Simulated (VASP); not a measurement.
# Cu (I4/mmm) in VASP: a series of runs

The runs below take Cu through single point, relaxation of shape and atoms at fixed volume, with PBE.

All numbers are computed with VASP 6.6.1; they aren't measurements. Logs are shortened: lines on timing, memory, paths and dates and some standing lists are left out, and cuts for length are marked.

## Step 1: The cell of the first run

Symmetry: I4/mmm, No. 139, tetragonal system. The conventional cell has a = 2.951 Å, b = 2.951 Å, c = 2.759 Å, α = 90.00°, β = 90.00°, γ = 90.00°. Cu (site symmetry 4/mmm) has 14 Cu at 2.50 to 2.95 Å within 3.3 Å.

## Step 2: Single point, PBE

File INCAR:

```
SYSTEM = Cu
  PREC = Accurate
  ENCUT = 520
  EDIFF = 1E-6
  ISMEAR = 0
  SIGMA = 0.15
  LREAL = .FALSE.
  LASPH = .TRUE.
  NELM = 60
  ALGO = Normal
  ISIF = 2
  LWAVE = .FALSE.
  LCHARG = .FALSE.
  GGA = PE
  NBANDS = 18
```

File KPOINTS:

```
regular mesh
0
G
  14 14 8
  0 0 0
```

File POSCAR:

```
Cu
1.0
   -1.4755302431      1.4755302431      1.3795566846
    1.4755302431     -1.4755302431      1.3795566846
    2.9510604861      2.9510604861      0.0000000000
Cu
2
Direct
    0.0000000000      0.0000000000      0.0000000000
    0.5000000000      0.5000000000      0.5000000000
```

Potentials or basis: VASP PAW PBE potentials, release 64 (Cu).

On the command line:

```sh
cat potpaw_PBE.64/Cu/POTCAR > POTCAR
mpirun -np 1 vasp_std > vasp.out
```

OUTCAR:

```text
SYSTEM = Cu
   PREC = Accurate
   ENCUT = 520
   EDIFF = 1E-6
   ISMEAR = 0
   LREAL = .FALSE.
   LASPH = .TRUE.
   NELM = 60
   ISIF = 2
   GGA = PE

 ion  position               nearest neighbor table
   1  0.000  0.000  0.000-   2 2.50   2 2.50   2 2.50   2 2.50
   2  0.500  0.500  0.500-   1 2.50   1 2.50   1 2.50   1 2.50

  LATTYP: Found a base centered orthorhombic cell.
 ALAT       =     2.7591133692
 B/A-ratio  =     1.5125981446
 C/A-ratio  =     1.5125981445

  Lattice vectors:

 A1 = (  -1.4755302431,   1.4755302431,   1.3795566846)
 A2 = (   1.4755302431,  -1.4755302431,   1.3795566846)
 A3 = (   2.9510604861,   2.9510604861,   0.0000000000)

Analysis of symmetry for initial positions (statically):
=====================================================================
 Subroutine PRICEL returns following result:

  LATTYP: Found a body centered tetragonal cell.
 ALAT       =     2.9510604861
 C/A-ratio  =     0.9349565630

  Lattice vectors:

 A1 = (   1.4755302431,  -1.4755302431,  -1.3795566846)
 A2 = (  -1.4755302431,   1.4755302431,  -1.3795566846)
 A3 = (   1.4755302430,   1.4755302430,   1.3795566846)

   2 primitive cells build up your supercell.

 Routine SETGRP: Setting up the symmetry group for a
 base centered orthorhombic supercell.

 Subroutine GETGRP returns: Found  8 space group operations
 (whereof  8 operations were pure point group operations)
 out of a pool of  8 trial point group operations.

The static configuration has the point symmetry D_2h.

Analysis of symmetry for dynamics (positions and initial velocities):
=====================================================================
 Subroutine PRICEL returns following result:

  LATTYP: Found a body centered tetragonal cell.
 ALAT       =     2.9510604861
 C/A-ratio  =     0.9349565630

  Lattice vectors:

 A1 = (   1.4755302431,  -1.4755302431,  -1.3795566846)
 A2 = (  -1.4755302431,   1.4755302431,  -1.3795566846)
 A3 = (   1.4755302430,   1.4755302430,   1.3795566846)

   2 primitive cells build up your supercell.

 Routine SETGRP: Setting up the symmetry group for a
 base centered orthorhombic supercell.

 Subroutine GETGRP returns: Found  8 space group operations
 (whereof  8 operations were pure point group operations)
 out of a pool of  8 trial point group operations.

The dynamic configuration has the point symmetry D_2h.

 Subroutine INISYM returns: Found  8 space group operations
 (whereof  8 operations are pure point group operations),
 and found     2 'primitive' translations

----------------------------------------------------------------------------------------

                                     Primitive cell

  volume of cell :      12.0142

  direct lattice vectors                    reciprocal lattice vectors
     1.475530243 -1.475530243 -1.379556685     0.338861235  0.000000000 -0.362435270
    -1.475530243  1.475530243 -1.379556685     0.000000000  0.338861235 -0.362435270
     1.475530243  1.475530243  1.379556685     0.338861235  0.338861235  0.000000000

  length of vectors
     2.501510672  2.501510672  2.501510672     0.496171605  0.496171605  0.479222154

  position of ions in fractional coordinates (direct lattice)
     0.000000000  0.000000000  0.000000000

  ion indices of the primitive-cell ions
   primitive index   ion index
                 1           1

----------------------------------------------------------------------------------------

 KPOINTS: regular mesh

Automatic generation of k-mesh.
 Grid dimensions read from file:
 generate k-points for:   14   14    8

 Generating k-lattice:

  Cartesian coordinates                     Fractional coordinates (reciprocal lattice)
    -0.012102187  0.012102187  0.025888234     0.071428571 -0.000000000  0.000000000
     0.012102187 -0.012102187  0.025888234    -0.000000000  0.071428571  0.000000000
     0.021178827  0.021178827  0.000000000     0.000000000  0.000000000  0.125000000

  Length of vectors
     0.031034279  0.031034279  0.029951385

  Shift w.r.t. Gamma in fractional coordinates (k-lattice)
     0.000000000  0.000000000  0.000000000

 Subroutine IBZKPT returns following result:
 ===========================================

 Found    285 irreducible k-points:

 Following reciprocal coordinates:
            Coordinates               Weight
  0.000000  0.000000  0.000000      1.000000
  0.071429 -0.000000  0.000000      4.000000
  0.142857 -0.000000  0.000000      4.000000
  0.214286  0.000000  0.000000      4.000000
  0.285714  0.000000  0.000000      4.000000
  0.357143  0.000000  0.000000      4.000000
[... 16 lines left out ...]
  0.214286  0.142857  0.000000      4.000000
  0.285714  0.142857  0.000000      4.000000
 [... further k-points ...]
   k-points           NKPTS =    285   k-points in BZ     NKDIM =    285   number of bands    NBANDS=     18
   number of dos      NEDOS =    301   number of ions     NIONS =      2
   total plane-waves  NPLWV =  12800
   dimension x,y,z NGX =    20 NGY =   20 NGZ =   32
   dimension x,y,z NGXF=    40 NGYF=   40 NGZF=   64
   ions per type =               2
   NGX,Y,Z   is equivalent  to a cutoff of  13.29, 13.29, 12.75 a.u.
   NGXF,Y,Z  is equivalent  to a cutoff of  26.58, 26.58, 25.49 a.u.
 SYSTEM =  Cu
   PREC   = accura    normal or accurate (medium, high low for compatibility)
   ISTART =      0    job   : 0-new  1-cont  2-samecut
   ICHARG =      2    charge: 1-file 2-atom 10-const
   ISPIN  =      1    spin polarized calculation?
   LNONCOLLINEAR =      F non collinear calculations
   LSORBIT =      F    spin-orbit coupling
   LASPH  =      T    aspherical Exc in radial PAW
   ENCUT  =  520.0 eV  38.22 Ry    6.18 a.u.   4.65  4.65  7.76*2*pi/ulx,y,z
   NELM   =     60;   NELMIN=  2; NELMDL= -5     # of ELM steps
   EDIFF  = 0.1E-05   stopping-criterion for ELM
   LREAL  =      F    real-space projection
   EDIFFG = 0.1E-04   stopping-criterion for IOM
   NSW    =      0    number of steps for IOM
   IBRION =     -1    ionic relax: 0-MD 1-quasi-New 2-CG
   NFREE  =      0    steps in history (QN), initial steepest desc. (CG)
   ISIF   =      2    stress and relaxation
   ISYM   =      2    0-nonsym 1-usesym 2-fastsym
   POTIM  = 0.5000    time-step for ionic-motion
   TEBEG  =    0.0;   TEEND  =   0.0 temperature during run
   PSTRESS=    0.0 pullay stress
   NELECT =      22.0000    total number of electrons
   NUPDOWN=      -1.0000    fix difference up-down
   EMIN   =  10.00;   EMAX   =-10.00  energy-range for DOS
   EFERMI =   0.00;   METHOD = LEGACY
   ISMEAR =     0;   SIGMA  =   0.15  broadening in eV -4-tet -1-fermi 0-gaus
   EFERMI_NEDOS =   21; number of points for ismear=-14 and -15
   IALGO  =     38    algorithm
   IMIX   =      4    mixing-type and parameters
     AMIX     =   0.40;   BMIX     =  1.00
     AMIX_MAG =   1.60;   BMIX_MAG =  1.00
  volume/ion in A,a.u.               =      12.01        81.08
  Fermi-wavevector in a.u.,A,eV,Ry     =   1.589671  3.004042 34.382637  2.527053
  Thomas-Fermi vector in A             =   2.688484
   LORBIT       =      0    0 simple, 1 ext, 2 COOP (PROOUT), +10 PAW based schemes
   GGA     = PE    functional components
   LHFCALC =     F    Hartree Fock is set to
   AEXX    =    0.0000 exact exchange contribution
   IVDW    =     0    specifies the selected vdW correction
   LEPSILON=     F    determine dielectric tensor
   LRPA    =     F    only Hartree local field effects (RPA)
 non-spin polarized calculation
 Gauss-broadening in eV      SIGMA  =   0.15
  energy-cutoff  :      520.00
  volume of cell :       24.03
 maximum number of plane-waves:       662
   NGX =  9   NGY =  9   NGZ = 15

 number of electron      22.0000016 magnetization

 Free energy of the ion-electron system (eV)
  ---------------------------------------------------
  ext. energy  EPLUGINS =         0.00000000
  ---------------------------------------------------
  free energy    TOTEN  =        -7.38491233 eV

  energy without entropy =       -7.37606540  energy(sigma->0) =       -7.38048886

 E-fermi :   7.3794     XC(G=0): -12.6281

 val. band max:        7.3694130859   @ k =   0.5000   0.1429   0.1250
 cond. band min:       7.3800112213   @ k =   0.2857   0.2857   0.1250
 fundamental gap:      0.0105981354
 Fermi energy:         7.3794220570

 k-point     1 :       0.0000    0.0000    0.0000
  band No.  band energies     occupation
      1      -1.8410      2.00000
      2       2.4021      2.00000
      3       3.8520      2.00000
      4       4.1615      2.00000
      5       4.4195      2.00000
      6       4.4220      2.00000
[... 10 lines left out ...]
     17      31.4861      0.00000
     18      31.4865      0.00000

 k-point     2 :       0.0714   -0.0000    0.0000
  band No.  band energies     occupation
      1      -1.6881      2.00000
      2       2.4922      2.00000
      3       3.8545      2.00000
      4       4.1784      2.00000
      5       4.4065      2.00000
      6       4.4354      2.00000
[... 10 lines left out ...]
     17      30.8299      0.00000
     18      31.2797      0.00000

 k-point     3 :       0.1429   -0.0000    0.0000
  band No.  band energies     occupation
      1      -1.2361      2.00000
      2       2.7422      2.00000
      3       3.8473      2.00000
      4       4.1662      2.00000
      5       4.3566      2.00000
      6       4.5444      2.00000
[... 10 lines left out ...]
     17      28.8812      0.00000
     18      30.4967      0.00000

 k-point     4 :       0.2143    0.0000    0.0000
  band No.  band energies     occupation
      1      -0.5078      2.00000
      2       3.0844      2.00000
      3       3.8125      2.00000
      4       4.0837      2.00000
      5       4.2191      2.00000
      6       4.2648      2.00000
[... 10 lines left out ...]
     17      26.3690      0.00000
     18      28.3308      0.00000

 k-point     5 :       0.2857    0.0000    0.0000
  band No.  band energies     occupation
      1       0.4450      2.00000
      2       3.3592      2.00000
      3       3.8178      2.00000
      4       3.9079      2.00000
      5       3.9830      2.00000
      6       4.1292      2.00000
[... 10 lines left out ...]
     17      24.2153      0.00000
     18      26.7390      0.00000

 k-point     6 :       0.3571    0.0000    0.0000
  band No.  band energies     occupation
      1       1.5051      2.00000
      2       3.3596      2.00000
      3       3.7254      2.00000
      4       3.9245      2.00000
      5       3.9665      2.00000
      6       3.9932      2.00000
[... 10 lines left out ...]
     17      23.9057      0.00000
     18      25.5096      0.00000

 k-point     7 :       0.4286    0.0000    0.0000
  band No.  band energies     occupation
      1       2.4290      2.00000
      2       3.2176      2.00000
      3       3.6613      2.00000
      4       3.8103      2.00000
      5       3.9688      2.00000
      6       4.1307      2.00000
[... 10 lines left out ...]
     17      23.8359      0.00000
     18      24.6155      0.00000

 k-point     8 :       0.5000    0.0000    0.0000
  band No.  band energies     occupation
      1       2.9672      2.00000
      2       2.9672      2.00000
      3       3.6979      2.00000
      4       3.6979      2.00000
      5       4.0970      2.00000
      6       4.0970      2.00000
[... 10 lines left out ...]
     17      24.0609      0.00000
     18      24.0609      0.00000
[... 229 lines left out ...]
     17      27.3964      0.00000
     18      28.1613      0.00000

 k-point    20 :      -0.1429    0.0714    0.0000
  band No.  band energies     occupation
      1      -1.3215      2.00000
      2       2.6894      2.00000
      3       3.9936      2.00000
      4       4.1540      2.00000
      5       4.3460      2.00000
      6       4.5314      2.00000
[... 10 lines left out ...]
     17      29.8732      0.00000
     18      31.0472      0.00000

 k-point    21 :      -0.0714    0.0714    0.0000
  band No.  band energies     occupation
      1      -1.6555      2.00000
      2       2.5080      2.00000
      3       3.9318      2.00000
      4       4.1663      2.00000
      5       4.3929      2.00000
      6       4.4882      2.00000
[... 10 lines left out ...]
     17      31.0544      0.00000
     18      31.4980      0.00000

 k-point    22 :       0.1429    0.1429    0.0000
  band No.  band energies     occupation
      1      -0.2022      2.00000
      2       3.2208      2.00000
      3       3.6663      2.00000
      4       4.1832      2.00000
      5       4.3577      2.00000
      6       4.3602      2.00000
[... 10 lines left out ...]
     17      26.9786      0.00000
     18      26.9810      0.00000

 k-point    23 :       0.2143    0.1429    0.0000
  band No.  band energies     occupation
      1       0.6757      2.00000
      2       3.4564      2.00000
      3       3.6769      2.00000
      4       3.9070      2.00000
      5       4.3094      2.00000
      6       4.3359      2.00000
[... 10 lines left out ...]
     17      24.4920      0.00000
     18      26.3290      0.00000

 k-point    24 :       0.2857    0.1429    0.0000
  band No.  band energies     occupation
      1       1.6611      2.00000
      2       3.4394      2.00000
      3       3.7213      2.00000
      4       3.8795      2.00000
      5       4.2021      2.00000
      6       4.2743      2.00000
[... 10 lines left out ...]
     17      21.8187      0.00000
     18      26.0569      0.00000

 [... further k-points ...]

------------------------ aborting loop because EDIFF is reached ----------------------------------------

  FORCE on cell =-STRESS in cart. coord.  units (eV):
  Direction    XX          YY          ZZ          XY          YZ          ZX
  --------------------------------------------------------------------------------------
  -------------------------------------------------------------------------------------
  Total        0.1374312      0.1374312      0.0465726      0.0124474     -0.0000000      0.0000000
  in kB        9.1636834      9.1636834      3.1053860      0.8299701     -0.0000000      0.0000000
  external PRESSURE =       7.1442509 kB  Pullay stress =       0.0000000 kB

 VOLUME and BASIS-vectors are now :
 -----------------------------------------------------------------------------
  energy-cutoff  :      520.00
  volume of cell :       24.03
      direct lattice vectors                 reciprocal lattice vectors
    -1.475530243  1.475530243  1.379556685    -0.169430617  0.169430617  0.362435270
     1.475530243 -1.475530243  1.379556685     0.169430617 -0.169430617  0.362435270
     2.951060486  2.951060486  0.000000000     0.169430617  0.169430617  0.000000000

 POSITION                                       TOTAL-FORCE (eV/Angst)
 -----------------------------------------------------------------------------------
      0.00000      0.00000      0.00000        -0.000000     -0.000000     -0.000000
      1.47553      1.47553      1.37956         0.000000      0.000000      0.000000
 -----------------------------------------------------------------------------------
    total drift:                                0.000000      0.000000      0.000000

  FREE ENERGIE OF THE ION-ELECTRON SYSTEM (eV)
  ---------------------------------------------------
  free  energy   TOTEN  =        -7.3849123252 eV

  energy  without entropy=       -7.3760653976  energy(sigma->0) =       -7.38048886
```

It took 32 s on 1 thread of Intel Xeon 6975P-C (Granite Rapids), shared host; peak memory 0.21 GiB.

What came out:

| Quantity | Value |
| --- | --- |
| Free energy | -7.3849 eV |
| Pressure | 0.7 GPa |
| Band gap on the k mesh | zero (band 11 reaches 12.02 eV, above the bottom of band 12 at 5.37 eV) |

Stress tensor (GPa, compression positive):
```
0.92 0.08 0.00
0.08 0.92 0.00
0.00 0.00 0.31
```

## Step 3: Relaxation of shape and atoms at fixed volume, PBE (volume scaled by 0.97)

File INCAR:

```
  PREC = Accurate
  ENCUT = 600
  EDIFF = 1E-7
  ISMEAR = 0
  SIGMA = 0.1
  LREAL = F
  LASPH = T
  NELM = 80
  ALGO = Normal
  ISIF = 4
  LWAVE = F
  LCHARG = F
  GGA = PE
  IBRION = 2
  NSW = 50
  EDIFFG = -0.01
```

File KPOINTS:

```
Automatic mesh
0
Gamma
  20 20 20
```

File POSCAR:

```
Cu
1.0
   -1.4606248781      1.4606248781      1.3656208157
    1.4606248781     -1.4606248781      1.3656208157
    1.4606248781      1.4606248781     -1.3656208157
Cu
1
Direct
    0.0000000000      0.0000000000      0.0000000000
```

Potentials or basis: VASP PAW PBE potentials, release 64 (Cu).

On the command line:

```sh
cat potpaw_PBE.64/Cu/POTCAR > POTCAR
mpirun -np 1 vasp_std > vasp.out
```

It took 1.9 min on 1 thread of Intel Xeon 8259CL, shared host; peak memory 0.2 GiB.

It converged, with:

- Free energy: -3.6855 eV
- Pressure after relaxing: 5.1 GPa

Stress tensor (GPa, compression positive):
```
5.08 0.00 0.00
0.00 5.08 0.00
0.00 0.00 5.23
```

Final structure:
```
Cu
1.0
    -1.46062    1.46062    1.36562
     1.46062   -1.46062    1.36562
     1.46062    1.46062   -1.36562
Cu
1
Direct
  0.00000 0.00000 0.00000
```

Levels at points of the mesh, in eV from the Fermi level:
```csv
k point,band 4,band 5,band 6,band 7,band 8,band 9
"(0.00, 0.00, 0.00)",-3.05,-2.29,-2.00,24.42,24.42,26.29
"(0.50, 0.00, 0.00)",-1.88,-1.37,-0.43,4.69,17.06,17.11
"(0.50, 0.50, 0.00)",-2.09,-1.41,-0.95,3.94,18.84,19.11
"(0.50, 0.50, 0.50)",-1.57,-1.50,7.43,7.43,10.03,13.03
```

Caveat: the relaxation stopped at its first step, so nothing moved.

(Continued in part 2 of 2.)
